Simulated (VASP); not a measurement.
# Eu3Te (Pm-3m) in VASP: notebook

The runs below take Eu3Te through single point, with PBE.

All numbers are computed with VASP 6.6.1; they aren't measurements. Logs are shortened: lines on timing, memory, paths and dates and some standing lists are left out, and cuts for length are marked.

## 1. The cell of the first run

It takes space group Pm-3m (No. 221, cubic). The conventional cell has a = 5.051 Å, b = 5.051 Å, c = 5.051 Å, α = 90.00°, β = 90.00°, γ = 90.00°. Within 4.7 Å of Eu (site symmetry 4/mmm) lie 8 Eu at 3.57 Å and 4 Te at 3.57 Å. Within 4.7 Å of Te (site symmetry m-3m) lie 12 Eu at 3.57 Å.

## 2. Single point, PBE, collinear spin, ferromagnetic start

File INCAR:

```
SYSTEM = Eu3Te
PREC = Accurate
ENCUT = 520
EDIFF = 1E-6
ISMEAR = -1
SIGMA = 0.05
LREAL = .False.
LASPH = .True.
NELM = 150
ALGO = Normal
ISIF = 2
LWAVE = .False.
LCHARG = .False.
ISPIN = 2
MAGMOM = 7 7 7 0
LORBIT = 11
LMAXMIX = 6
GGA = PE
NBANDS = 40
```

File KPOINTS:

```
regular mesh
0
Gamma
  5 5 5
  0 0 0
```

File POSCAR:

```
Eu3Te
1.0
    5.0506078549      0.0000000000      0.0000000000
    0.0000000000      5.0506078549      0.0000000000
    0.0000000000      0.0000000000      5.0506078549
Eu Te
3 1
Direct
    0.5000000000      0.5000000000      0.0000000000
    0.5000000000      0.0000000000      0.5000000000
    0.0000000000      0.5000000000      0.5000000000
    0.0000000000      0.0000000000      0.0000000000
```

Potentials or basis: VASP PAW PBE potentials, release 64 (Eu, Te).

Started as:

```bash
> cat potpaw_PBE.64/Eu/POTCAR potpaw_PBE.64/Te/POTCAR > POTCAR
> mpirun -np 1 vasp_std > vasp.out
```

OUTCAR:

```text
SYSTEM = Eu3Te
   PREC = Accurate
   ENCUT = 520
   EDIFF = 1E-6
   ISMEAR = -1
   LREAL = .False.
   LASPH = .True.
   NELM = 150
   ISIF = 2
   ISPIN = 2
   LORBIT = 11
   GGA = PE

 ion  position               nearest neighbor table
   1  0.500  0.500  0.000-   4 3.57   4 3.57   4 3.57   4 3.57
   2  0.500  0.000  0.500-   4 3.57   4 3.57   4 3.57   4 3.57
   3  0.000  0.500  0.500-   4 3.57   4 3.57   4 3.57   4 3.57
   4  0.000  0.000  0.000-   1 3.57   2 3.57   3 3.57   2 3.57   3 3.57   1 3.57   3 3.57   3 3.57
                             1 3.57   2 3.57   2 3.57   1 3.57

  LATTYP: Found a simple cubic cell.
 ALAT       =     5.0506078549

  Lattice vectors:

 A1 = (   5.0506078549,   0.0000000000,   0.0000000000)
 A2 = (   0.0000000000,   5.0506078549,   0.0000000000)
 A3 = (   0.0000000000,   0.0000000000,   5.0506078549)

Analysis of symmetry for initial positions (statically):
=====================================================================
 Subroutine PRICEL returns:
 Original cell was already a primitive cell.

 Routine SETGRP: Setting up the symmetry group for a
 simple cubic supercell.

 Subroutine GETGRP returns: Found 48 space group operations
 (whereof 48 operations were pure point group operations)
 out of a pool of 48 trial point group operations.

The static configuration has the point symmetry O_h .

Analysis of symmetry for dynamics (positions and initial velocities):
=====================================================================
 Subroutine PRICEL returns:
 Original cell was already a primitive cell.

 Routine SETGRP: Setting up the symmetry group for a
 simple cubic supercell.

 Subroutine GETGRP returns: Found 48 space group operations
 (whereof 48 operations were pure point group operations)
 out of a pool of 48 trial point group operations.

The dynamic configuration has the point symmetry O_h .

Analysis of structural, dynamic, and magnetic symmetry:
=====================================================================
 Subroutine PRICEL returns:
 Original cell was already a primitive cell.

 Routine SETGRP: Setting up the symmetry group for a
 simple cubic supercell.

 Subroutine GETGRP returns: Found 48 space group operations
 (whereof 48 operations were pure point group operations)
 out of a pool of 48 trial point group operations.

The overall configuration has the point symmetry O_h .

 Subroutine INISYM returns: Found 48 space group operations
 (whereof 48 operations are pure point group operations),
[... 113 lines left out ...]
   IVDW    =     0    specifies the selected vdW correction
   LEPSILON=     F    determine dielectric tensor
   LRPA    =     F    only Hartree local field effects (RPA)
 spin polarized calculation
  energy-cutoff  :      520.00
  volume of cell :      128.83
 maximum number of plane-waves:      3485
 NGX is ok and might be reduce to    40
   NGX = 19   NGY = 19   NGZ = 19

 number of electron      57.0000009 magnetization      22.4175801

 Free energy of the ion-electron system (eV)
  ---------------------------------------------------
  ext. energy  EPLUGINS =         0.00000000
  ---------------------------------------------------
  free energy    TOTEN  =       -39.93605735 eV

  energy without entropy =      -39.90746062  energy(sigma->0) =      -39.92175899

 E-fermi :   4.5891     XC(G=0):  -9.7788

 val. band max:        4.5795529471   @ k =   0.4000   0.2000   0.0000
 cond. band min:       4.7480979503   @ k =   0.4000   0.4000   0.0000
 fundamental gap:      0.1685450032
 Fermi energy:         4.5890912300

 spin component 1

 k-point     1 :       0.0000    0.0000    0.0000
  band No.  band energies     occupation
      1     -37.1648      1.00000
      2     -37.0620      1.00000
      3     -37.0620      1.00000
      4     -16.2781      1.00000
      5     -16.2781      1.00000
      6     -16.2781      1.00000
[... 419 lines left out ...]
     39       4.1242      0.99991
     40       4.1242      0.99991
 Fermi energy:         4.5890912300

 spin component 2

 k-point     1 :       0.0000    0.0000    0.0000
  band No.  band energies     occupation
      1     -34.0087      1.00000
      2     -33.8837      1.00000
      3     -33.8837      1.00000
      4     -13.9758      1.00000
      5     -13.9758      1.00000
      6     -13.9758      1.00000
[... 419 lines left out ...]
     39       8.8280      0.00000
     40       8.8779      0.00000

------------------------ aborting loop because EDIFF is reached ----------------------------------------

  FORCE on cell =-STRESS in cart. coord.  units (eV):
  Direction    XX          YY          ZZ          XY          YZ          ZX
  --------------------------------------------------------------------------------------
  -------------------------------------------------------------------------------------
  Total        0.0912681      0.0912681      0.0912681     -0.0000000     -0.0000000      0.0000000
  in kB        1.1350068      1.1350068      1.1350068     -0.0000000     -0.0000000      0.0000000
  external PRESSURE =       1.1350068 kB  Pullay stress =       0.0000000 kB

 VOLUME and BASIS-vectors are now :
 -----------------------------------------------------------------------------
  energy-cutoff  :      520.00
  volume of cell :      128.83
      direct lattice vectors                 reciprocal lattice vectors
     5.050607855  0.000000000  0.000000000     0.197995970  0.000000000  0.000000000
     0.000000000  5.050607855  0.000000000     0.000000000  0.197995970  0.000000000
     0.000000000  0.000000000  5.050607855     0.000000000  0.000000000  0.197995970

 POSITION                                       TOTAL-FORCE (eV/Angst)
 -----------------------------------------------------------------------------------
      2.52530      2.52530      0.00000         0.000000      0.000000      0.000000
      2.52530      0.00000      2.52530         0.000000      0.000000      0.000000
      0.00000      2.52530      2.52530         0.000000      0.000000      0.000000
      0.00000      0.00000      0.00000         0.000000      0.000000      0.000000
 -----------------------------------------------------------------------------------
    total drift:                                0.000000     -0.000000     -0.000000

  FREE ENERGIE OF THE ION-ELECTRON SYSTEM (eV)
  ---------------------------------------------------
  free  energy   TOTEN  =       -39.9360573533 eV

  energy  without entropy=      -39.9074606225  energy(sigma->0) =      -39.92175899

 total charge

# of ion       s       p       d       f       tot
--------------------------------------------------
    1        2.075   5.700   0.429   6.614  14.817
    2        2.075   5.700   0.429   6.614  14.817
    3        2.075   5.700   0.429   6.614  14.817
    4        1.338   1.986   0.038   0.000   3.362
--------------------------------------------------
tot          7.561  19.086   1.326  19.841  47.814

 magnetization (x)

# of ion       s       p       d       f       tot
--------------------------------------------------
    1        0.011  -0.097   0.242   6.603   6.760
    2        0.011  -0.097   0.242   6.603   6.760
    3        0.011  -0.097   0.242   6.603   6.760
    4       -0.005  -0.097   0.021   0.000  -0.081
--------------------------------------------------
tot          0.029  -0.389   0.748  19.810  20.198
```

OSZICAR:

```text
N       E                     dE             d eps       ncg     rms          rms(c)
DAV:   1     0.600018549302E+03    0.60002E+03   -0.18280E+04  2080   0.595E+03
DAV:   2     0.165836879090E+03   -0.43418E+03   -0.36828E+03  2472   0.619E+02
DAV:   3    -0.111308354915E+01   -0.16695E+03   -0.16170E+03  2576   0.339E+02
[... 12 lines left out ...]
DAV:  92    -0.399360520779E+02   -0.10315E-05   -0.10687E-05  1112   0.822E-03    0.522E-02
DAV:  93    -0.399360530767E+02   -0.99878E-06   -0.10154E-05  1136   0.699E-03    0.554E-02
DAV:  94    -0.399360540908E+02   -0.10141E-05   -0.10175E-05  1128   0.564E-03    0.559E-02
DAV:  95    -0.399360552257E+02   -0.11349E-05   -0.11834E-05  1112   0.527E-03    0.602E-02
DAV:  96    -0.399360564278E+02   -0.12021E-05   -0.10851E-05  1112   0.784E-03    0.713E-02
DAV:  97    -0.399360573533E+02   -0.92552E-06   -0.93474E-06  1112   0.722E-03
   1 F= -.39936057E+02 E0= -.39921759E+02  d E =-.285967E-01  mag=    22.4176
```

stdout:

```text
POSCAR found type information on POSCAR EuTe
 POSCAR found :  2 types and       4 ions
 scaLAPACK will be used
 LDA part: xc-table for (Slater+PW92), standard interpolation
 POSCAR, INCAR and KPOINTS ok, starting setup
 FFT: planning ... GRIDC
[... 17 lines left out ...]
|     is unoccupied at all k-points. It is always recommended to include      |
|     a few unoccupied bands to accelerate the convergence of                 |
|     molecular-dynamics runs (even for insulators or semiconductors),        |
|     since the presence of unoccupied bands improves wavefunction            |
|     prediction and helps to suppress 'band-crossings'.                      |
|                                                                             |
 -----------------------------------------------------------------------------
```

It took 24 min on 1 thread of Intel Xeon 8259CL, shared host; peak memory 0.36 GiB.

Results:

* Free energy: -39.9361 eV
* Pressure: 0.1 GPa
* Net moment: 22.42 μB per cell
* Site moments: Eu +6.76; Te -0.08 μB
* Valence electrons inside the program's atomic spheres: Eu 14.82; Te 3.36

Levels at points of the mesh, in eV from the Fermi level:
Spin up:
| k point | band 36 | band 37 | band 38 | band 39 | band 40 |
| --- | --- | --- | --- | --- | --- |
| (0.00, 0.00, 0.00) | -0.52 | -0.52 | -0.52 | -0.52 | -0.52 |
Spin down:
```tsv
k point	band 13	band 14	band 15	band 16	band 17	band 18	band 19	band 20	band 21	band 22
(0.00, 0.00, 0.00)	-12.09	-2.97	-2.97	-2.97	-2.41	-0.69	-0.69	0.33	0.33	0.33
```

Caveat: the highest band is partly filled, so the run has too few bands; spin-orbit coupling is left out, which moves the levels of the heavy elements; semilocal functionals describe open f shells poorly, which spoils levels, moments and volumes. The state reached can hang on the start; a lower one may exist.

## 3. Single point, PBE, collinear spin, ferromagnetic start

This run uses another cell than the first one, of 34.95 Å³/atom.

File INCAR:

```
ALGO = Normal ; EDIFF = 1E-6
ENCUT = 520 ; GGA = PE
ISIF = 2 ; ISMEAR = -1
ISPIN = 2 ; LASPH = True
LCHARG = False ; LMAXMIX = 6
LORBIT = 11 ; LREAL = False
LWAVE = False ; MAGMOM = 7 7 7 0
NBANDS = 40 ; NELM = 150
PREC = Accurate ; SIGMA = 0.05
```

File KPOINTS:

```
k-points
0
Gamma
  5 5 5
```

File POSCAR:

```
Eu3Te
1.0
    5.1900047567      0.0000000000      0.0000000000
    0.0000000000      5.1900047567      0.0000000000
    0.0000000000      0.0000000000      5.1900047567
Eu Te
3 1
Direct
    0.5000000000      0.5000000000      0.0000000000
    0.5000000000      0.0000000000      0.5000000000
    0.0000000000      0.5000000000      0.5000000000
    0.0000000000      0.0000000000      0.0000000000
```

Potentials or basis: VASP PAW PBE potentials, release 64 (Eu, Te).

Started as:

```bash
> cat potpaw_PBE.64/Eu/POTCAR potpaw_PBE.64/Te/POTCAR > POTCAR
> mpirun -np 1 vasp_std > vasp.out
```

OUTCAR:

```text
EDIFF = 1E-6
   ENCUT = 520
   GGA = PE
   ISIF = 2
   ISMEAR = -1
   ISPIN = 2
   LASPH = True
   LORBIT = 11
   LREAL = False
   NELM = 150
   PREC = Accurate

 ion  position               nearest neighbor table
   1  0.500  0.500  0.000-
   2  0.500  0.000  0.500-
   3  0.000  0.500  0.500-
   4  0.000  0.000  0.000-

  LATTYP: Found a simple cubic cell.
 ALAT       =     5.1900047567

  Lattice vectors:

 A1 = (   5.1900047567,   0.0000000000,   0.0000000000)
[... 1067 lines left out ...]
     5.190004757  0.000000000  0.000000000     0.192678051  0.000000000  0.000000000
     0.000000000  5.190004757  0.000000000     0.000000000  0.192678051  0.000000000
     0.000000000  0.000000000  5.190004757     0.000000000  0.000000000  0.192678051

 POSITION                                       TOTAL-FORCE (eV/Angst)
 -----------------------------------------------------------------------------------
      2.59500      2.59500      0.00000         0.000000      0.000000      0.000000
      2.59500      0.00000      2.59500         0.000000      0.000000      0.000000
      0.00000      2.59500      2.59500         0.000000      0.000000      0.000000
      0.00000      0.00000      0.00000         0.000000      0.000000      0.000000
 -----------------------------------------------------------------------------------
    total drift:                                0.000000     -0.000000     -0.000000

  FREE ENERGIE OF THE ION-ELECTRON SYSTEM (eV)
  ---------------------------------------------------
  free  energy   TOTEN  =       -39.8922713153 eV

  energy  without entropy=      -39.8707383810  energy(sigma->0) =      -39.88150485

 total charge

# of ion       s       p       d       f       tot
--------------------------------------------------
    1        2.074   5.706   0.375   6.637  14.792
    2        2.074   5.706   0.375   6.637  14.792
    3        2.074   5.706   0.375   6.637  14.792
    4        1.347   1.963   0.030   0.000   3.340
--------------------------------------------------
tot          7.568  19.079   1.156  19.912  47.715

 magnetization (x)

# of ion       s       p       d       f       tot
--------------------------------------------------
    1        0.013  -0.099   0.225   6.630   6.768
    2        0.013  -0.099   0.225   6.630   6.768
    3        0.013  -0.099   0.225   6.630   6.768
    4        0.001  -0.094   0.018   0.000  -0.075
--------------------------------------------------
tot          0.040  -0.392   0.693  19.889  20.230
```

OSZICAR:

```text
N       E                     dE             d eps       ncg     rms          rms(c)
DAV:   1     0.587057905400E+03    0.58706E+03   -0.18706E+04  2064   0.593E+03
DAV:   2     0.169350371549E+03   -0.41771E+03   -0.35519E+03  2472   0.593E+02
DAV:   3    -0.910575028220E+00   -0.17026E+03   -0.16485E+03  2552   0.336E+02
[... 12 lines left out ...]
DAV:  79    -0.398922658425E+02   -0.13688E-05   -0.13943E-05  1136   0.835E-03    0.105E-02
DAV:  80    -0.398922671131E+02   -0.12706E-05   -0.12753E-05  1136   0.621E-03    0.111E-02
DAV:  81    -0.398922682932E+02   -0.11801E-05   -0.11873E-05  1136   0.940E-03    0.105E-02
DAV:  82    -0.398922693872E+02   -0.10940E-05   -0.10887E-05  1136   0.661E-03    0.108E-02
DAV:  83    -0.398922703844E+02   -0.99717E-06   -0.10043E-05  1136   0.714E-03    0.107E-02
DAV:  84    -0.398922713153E+02   -0.93095E-06   -0.93638E-06  1160   0.591E-03
   1 F= -.39892271E+02 E0= -.39881505E+02  d E =-.215329E-01  mag=    22.5565
```

Wall time 24 min (1 thread of Intel Xeon 8259CL, shared host); peak memory 0.35 GiB.

Results:

```
Free energy                                           : -39.8923 eV
Pressure                                              : -1.4 GPa
Net moment                                            : 22.56 μB per cell
Site moments                                          : Eu +6.77; Te -0.07 μB
Valence electrons inside the program's atomic spheres : Eu 14.79; Te 3.34
```

Caveat: the highest band is partly filled, so the run has too few bands; spin-orbit coupling is left out, which moves the levels of the heavy elements; semilocal functionals describe open f shells poorly, which spoils levels, moments and volumes. The state reached can hang on the start; a lower one may exist.
